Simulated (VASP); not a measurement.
# ZnS (P6_3mc) in VASP: a series of runs

Runs on ZnS. Level: PBE. Tasks: single point.

Program: VASP 6.6.1. These are calculated values, not measurements. Logs are shortened: lines on timing, memory, paths and dates and some standing lists are left out, and cuts for length are marked.

## Step 1: The cell of the first run

Symmetry: P6_3mc, No. 186, hexagonal system. The conventional cell has a = 3.446 Å, b = 3.446 Å, c = 5.816 Å, α = 90.00°, β = 90.00°, γ = 120.00°. Within 2.8 Å of Zn (site symmetry 3m) lie 4 S at 2.13 to 2.14 Å. S (site symmetry 3m) has 4 Zn at 2.13 to 2.14 Å within 2.8 Å.

## Step 2: Single point, PBE

The input, INCAR:

```
  PREC = Accurate
  ENCUT = 520
  EDIFF = 1E-6
  ISMEAR = 0
  SIGMA = 0.02
  LREAL = False
  LASPH = True
  NELM = 80
  ALGO = Normal
  ISIF = 2
  LWAVE = False
  LCHARG = False
  GGA = PE
  NBANDS = 26
```

The input, KPOINTS:

```
Automatic mesh
0
Gamma
  12 12 6
```

The input, POSCAR:

```
ZnS
1.0
    3.4455764174      0.0000000000      0.0000000000
   -1.7227882087      2.9839567082      0.0000000000
    0.0000000000      0.0000000000      5.8163455784
Zn S
2 2
Direct
    0.3333333333      0.6666666667      0.0047888999
    0.6666666667      0.3333333333      0.5047888999
    0.3333333333      0.6666666667      0.3702111001
    0.6666666667      0.3333333333      0.8702111001
```

Potentials or basis: VASP PAW PBE potentials, release 64 (Zn, S).

The run is started by

```console
> cat potpaw_PBE.64/Zn/POTCAR potpaw_PBE.64/S/POTCAR > POTCAR
> mpirun -np 1 vasp_std > vasp.out
```

OUTCAR:

```text
PREC = Accurate
   ENCUT = 520
   EDIFF = 1E-6
   ISMEAR = 0
   LREAL = False
   LASPH = True
   NELM = 80
   ISIF = 2
   GGA = PE

 ion  position               nearest neighbor table
   1  0.333  0.667  0.005-   3 2.13   4 2.14   4 2.14   4 2.14
   2  0.667  0.333  0.505-   4 2.13   3 2.14   3 2.14   3 2.14
   3  0.333  0.667  0.370-   1 2.13   2 2.14   2 2.14   2 2.14
   4  0.667  0.333  0.870-   2 2.13   1 2.14   1 2.14   1 2.14

  LATTYP: Found a hexagonal cell.
 ALAT       =     3.4455764174
 C/A-ratio  =     1.6880616982

  Lattice vectors:

 A1 = (   3.4455764174,   0.0000000000,   0.0000000000)
 A2 = (  -1.7227882087,   2.9839567082,   0.0000000000)
 A3 = (   0.0000000000,   0.0000000000,   5.8163455784)

Analysis of symmetry for initial positions (statically):
=====================================================================
 Subroutine PRICEL returns:
 Original cell was already a primitive cell.

 Routine SETGRP: Setting up the symmetry group for a
 hexagonal supercell.

 Subroutine GETGRP returns: Found 12 space group operations
 (whereof  6 operations were pure point group operations)
 out of a pool of 24 trial point group operations.

The static configuration has the point symmetry C_3v.
 The point group associated with its full space group is C_6v.

Analysis of symmetry for dynamics (positions and initial velocities):
=====================================================================
 Subroutine PRICEL returns:
 Original cell was already a primitive cell.

 Routine SETGRP: Setting up the symmetry group for a
 hexagonal supercell.

 Subroutine GETGRP returns: Found 12 space group operations
 (whereof  6 operations were pure point group operations)
 out of a pool of 24 trial point group operations.

The dynamic configuration has the point symmetry C_3v.
 The point group associated with its full space group is C_6v.

 Subroutine INISYM returns: Found 12 space group operations
 (whereof  6 operations are pure point group operations),
 and found     1 'primitive' translations

----------------------------------------------------------------------------------------

                                     Primitive cell

  volume of cell :      59.8005

  direct lattice vectors                    reciprocal lattice vectors
     3.445576417  0.000000000  0.000000000     0.290227201  0.167562753  0.000000000
    -1.722788209  2.983956708  0.000000000     0.000000000  0.335125505  0.000000000
[... 84 lines left out ...]
   LNONCOLLINEAR =      F non collinear calculations
   LSORBIT =      F    spin-orbit coupling
   LASPH  =      T    aspherical Exc in radial PAW
   ENCUT  =  520.0 eV  38.22 Ry    6.18 a.u.   6.41  6.41 10.81*2*pi/ulx,y,z
   NELM   =     80;   NELMIN=  2; NELMDL= -5     # of ELM steps
   EDIFF  = 0.1E-05   stopping-criterion for ELM
   LREAL  =      F    real-space projection
[... 7 lines left out ...]
   TEBEG  =    0.0;   TEEND  =   0.0 temperature during run
   PSTRESS=    0.0 pullay stress
   NELECT =      36.0000    total number of electrons
   NUPDOWN=      -1.0000    fix difference up-down
   EMIN   =  10.00;   EMAX   =-10.00  energy-range for DOS
   EFERMI =   0.00;   METHOD = LEGACY
   ISMEAR =     0;   SIGMA  =   0.02  broadening in eV -4-tet -1-fermi 0-gaus
   EFERMI_NEDOS =   21; number of points for ismear=-14 and -15
   IALGO  =     38    algorithm
   IMIX   =      4    mixing-type and parameters
     AMIX     =   0.40;   BMIX     =  1.00
     AMIX_MAG =   1.60;   BMIX_MAG =  1.00
  volume/ion in A,a.u.               =      14.95       100.89
  Fermi-wavevector in a.u.,A,eV,Ry     =   1.382316  2.612199 25.997994  1.910799
  Thomas-Fermi vector in A             =   2.507019
   LORBIT       =      0    0 simple, 1 ext, 2 COOP (PROOUT), +10 PAW based schemes
   GGA     = PE    functional components
   LHFCALC =     F    Hartree Fock is set to
   AEXX    =    0.0000 exact exchange contribution
   IVDW    =     0    specifies the selected vdW correction
   LEPSILON=     F    determine dielectric tensor
   LRPA    =     F    only Hartree local field effects (RPA)
 non-spin polarized calculation
 Gauss-broadening in eV      SIGMA  =   0.02
  energy-cutoff  :      520.00
  volume of cell :       59.80
 maximum number of plane-waves:      1635
 NGX is ok and might be reduce to    28
   NGX = 13   NGY = 13   NGZ = 21

 number of electron      36.0000018 magnetization

 Free energy of the ion-electron system (eV)
  ---------------------------------------------------
  ext. energy  EPLUGINS =         0.00000000
  ---------------------------------------------------
  free energy    TOTEN  =       -11.65763986 eV

  energy without entropy =      -11.65763986  energy(sigma->0) =      -11.65763986

 E-fermi :   5.3866     XC(G=0): -11.0009

 val. band max:        5.2532441730   @ k =   0.0000   0.0000   0.0000
 cond. band min:       8.1706628181   @ k =   0.3333   0.3333   0.0000
 fundamental gap:      2.9174186452
 Fermi energy:         5.3866185774

 k-point     1 :       0.0000    0.0000    0.0000
  band No.  band energies     occupation
      1     -10.3440      2.00000
      2      -8.8771      2.00000
      3      -2.7939      2.00000
      4      -2.6724      2.00000
      5      -2.6724      2.00000
      6      -2.5281      2.00000
[... 685 lines left out ...]
     25      14.9525      0.00000
     26      16.1715      0.00000

 [... further k-points ...]

------------------------ aborting loop because EDIFF is reached ----------------------------------------

  FORCE on cell =-STRESS in cart. coord.  units (eV):
  Direction    XX          YY          ZZ          XY          YZ          ZX
  --------------------------------------------------------------------------------------
  -------------------------------------------------------------------------------------
  Total       15.0488662     15.0488662     15.0657056      0.0000000      0.0000000      0.0000000
  in kB      403.1900043    403.1900044    403.6411673      0.0000000      0.0000000      0.0000000
  external PRESSURE =     403.3403920 kB  Pullay stress =       0.0000000 kB

 VOLUME and BASIS-vectors are now :
 -----------------------------------------------------------------------------
  energy-cutoff  :      520.00
  volume of cell :       59.80
      direct lattice vectors                 reciprocal lattice vectors
     3.445576417  0.000000000  0.000000000     0.290227201  0.167562753  0.000000000
    -1.722788209  2.983956708  0.000000000     0.000000000  0.335125505  0.000000000
     0.000000000  0.000000000  5.816345578     0.000000000  0.000000000  0.171929262

 POSITION                                       TOTAL-FORCE (eV/Angst)
 -----------------------------------------------------------------------------------
     -0.00000      1.98930      0.02785         0.000000     -0.000000      0.000968
      1.72279      0.99465      2.93603        -0.000000      0.000000      0.000968
     -0.00000      1.98930      2.15328         0.000000     -0.000000     -0.000968
      1.72279      0.99465      5.06145        -0.000000      0.000000     -0.000968
 -----------------------------------------------------------------------------------
    total drift:                               -0.000000     -0.000000      0.000662

  FREE ENERGIE OF THE ION-ELECTRON SYSTEM (eV)
  ---------------------------------------------------
  free  energy   TOTEN  =       -11.6576398570 eV

  energy  without entropy=      -11.6576398570  energy(sigma->0) =      -11.65763986
```

OSZICAR:

```text
N       E                     dE             d eps       ncg     rms          rms(c)
DAV:   1     0.256732436446E+03    0.25673E+03   -0.17396E+04  3976   0.184E+03
DAV:   2     0.116019559720E+02   -0.24513E+03   -0.23423E+03  4074   0.372E+02
DAV:   3    -0.121250473613E+02   -0.23727E+02   -0.23492E+02  4594   0.116E+02
DAV:   4    -0.126950048515E+02   -0.56996E+00   -0.56875E+00  4784   0.176E+01
DAV:   5    -0.127029572416E+02   -0.79524E-02   -0.79494E-02  4748   0.213E+00    0.168E+01
DAV:   6    -0.116934297500E+02    0.10095E+01   -0.19850E+00  5172   0.464E+01    0.122E+01
DAV:   7    -0.116845746834E+02    0.88551E-02   -0.22225E+00  4188   0.101E+01    0.445E+00
DAV:   8    -0.116658982089E+02    0.18676E-01   -0.55985E-02  4654   0.214E+00    0.151E+00
DAV:   9    -0.116572430207E+02    0.86552E-02   -0.30525E-02  4186   0.990E-01    0.332E-01
DAV:  10    -0.116574909895E+02   -0.24797E-03   -0.21335E-03  4648   0.295E-01    0.270E-01
DAV:  11    -0.116575958346E+02   -0.10485E-03   -0.14802E-04  4724   0.803E-02    0.101E-01
DAV:  12    -0.116576402181E+02   -0.44384E-04   -0.12084E-04  4690   0.120E-01    0.116E-01
DAV:  13    -0.116576398498E+02    0.36830E-06   -0.19097E-05  4710   0.406E-02    0.625E-02
DAV:  14    -0.116576398570E+02   -0.72232E-08   -0.14705E-06  3166   0.848E-03
   1 F= -.11657640E+02 E0= -.11657640E+02  d E =-.126771E-23
```

stdout:

```text
POSCAR found type information on POSCAR ZnS
 POSCAR found :  2 types and       4 ions
 scaLAPACK will be used
 LDA part: xc-table for (Slater+PW92), standard interpolation
 POSCAR, INCAR and KPOINTS ok, starting setup
 FFT: planning ... GRIDC
 FFT: planning ... GRID_SOFT
 FFT: planning ... GRID
 WAVECAR not read
 entering main loop
```

Run time: 55 s. Hardware: 1 thread of AMD EPYC 9R45 (Zen 5), shared host; peak memory 0.21 GiB.

What came out:

```
Free energy            : -11.6576 eV
Pressure               : 40.3 GPa
Band gap on the k mesh : 2.92 eV (least direct gap 3.34 eV)
```

Levels at points of the mesh, in eV from the valence-band top:
```tsv
k point	band 14	band 15	band 16	band 17	band 18	band 19	band 20	band 21	band 22	band 23
(0.00, 0.00, 0.00)	-1.33	-1.33	-0.35	0.00	0.00	3.34	3.79	5.88	6.06	6.06
(0.50, 0.00, 0.00)	-5.40	-4.86	-3.34	-2.83	-1.32	3.31	4.50	4.71	6.42	8.06
(0.00, 0.00, 0.50)	-3.90	-0.71	-0.71	-0.71	-0.71	4.33	4.33	6.59	6.59	6.59
(0.50, 0.00, 0.50)	-6.33	-2.66	-2.66	-2.42	-2.42	3.23	3.23	4.81	4.81	8.90
```

Caveat: the cell stands under pressure. A k mesh can miss the band edges.

[end of part 1 of 4]
